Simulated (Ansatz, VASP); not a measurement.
## Two plane-wave programs on Ta4N

The input INCAR:

```
SYSTEM = Ta4N
PREC = Accurate ; ENCUT = 520
EDIFF = 1E-6 ; ISMEAR = 0
SIGMA = 0.1 ; LREAL = .False.
LASPH = .True. ; NELM = 150
ALGO = Normal ; ISIF = 2
LWAVE = .False. ; LCHARG = .False.
ISPIN = 2 ; MAGMOM = 1 1 1 1 0
LORBIT = 11 ; LMAXMIX = 4
GGA = PE ; NBANDS = 36
```

KPOINTS

```
Automatic mesh
0
Gamma
  4 4 4
  0 0 0
```

Contents of POSCAR:

```
Ta4N
1.0
    4.5610398400      0.0000000000      0.0000000000
    0.0000000000      4.5610398400      0.0000000000
    0.0000000000      0.0000000000      4.5610398400
Ta N
4 1
Direct
    0.2437810800      0.7562189200      0.7562189200
    0.7562189200      0.2437810800      0.7562189200
    0.7562189200      0.7562189200      0.2437810800
    0.2437810800      0.2437810800      0.2437810800
    0.0000000000      0.0000000000      0.0000000000
```

Input for Ansatz:

```yaml
crystal:
  lattice:
    - [4.56103984, 0.0, 0.0]
    - [0.0, 4.56103984, 0.0]
    - [0.0, 0.0, 4.56103984]
  atoms:
    - { symbol: Ta, position: [0.24378108, 0.75621892, 0.75621892], spin: 1.0 }
    - { symbol: Ta, position: [0.75621892, 0.24378108, 0.75621892], spin: 1.0 }
    - { symbol: Ta, position: [0.75621892, 0.75621892, 0.24378108], spin: 1.0 }
    - { symbol: Ta, position: [0.24378108, 0.24378108, 0.24378108], spin: 1.0 }
    - { symbol: "N", position: [0.0, 0.0, 0.0] }
basis:
  ecutwfc: 420
kpoints:
  mp_grid: { grid: [4, 4, 4] }
hamiltonian:
  xc: pbe
scf:
  occupations: { method: gaussian, width: 0.1 }
  lower_state_search: "off"
output:
  forces: true
  stress: true
  eigenvalues: true
  populations: true
magnetization:
  spin_polarized: true
```

Change from the starting cell: species swapped into the SnI4 type (P-43m, No. 215).

Alike in both runs: task single point; functional PBE; k mesh 4 × 4 × 4; occupations gaussian, width 0.1 eV; collinear spin.

|  | VASP | Ansatz |
| --- | --- | --- |
| version | VASP 6.6.1 | Ansatz 0.2.0 |
| potentials or method | VASP PAW PBE potentials, release 64 (Ta_pv, N), cutoff 520 eV | scalar-relativistic, plane waves, PAW |
| valence electrons in the cell | 49 | 57 |

Ansatz gave:

| Item | Value |
| --- | --- |
| gap on the k mesh at the Fermi level (eV) | none |
| pressure (GPa) | -9.0 |
| rms of the force components (eV/Å) | 1.257 |
| net moment per atom (μB) | 0.00 |

**Question.** Which values does VASP return?

**Answer.** gap on the k mesh at the Fermi level (eV): none; pressure (GPa): -8.6; rms of the force components (eV/Å): 1.296; net moment per atom (μB): 0.00.

Atom by atom the forces differ by 0.039 eV/Å (rms over components). A gap of «none» marks a metal or a gap that the smearing closes. VASP's potentials hold 49 valence electrons a cell and Ansatz's 57, so a difference there can come from the potentials and not from the codes. Ansatz's warnings: seeded moment not kept.

Neither program's run includes spin-orbit coupling.
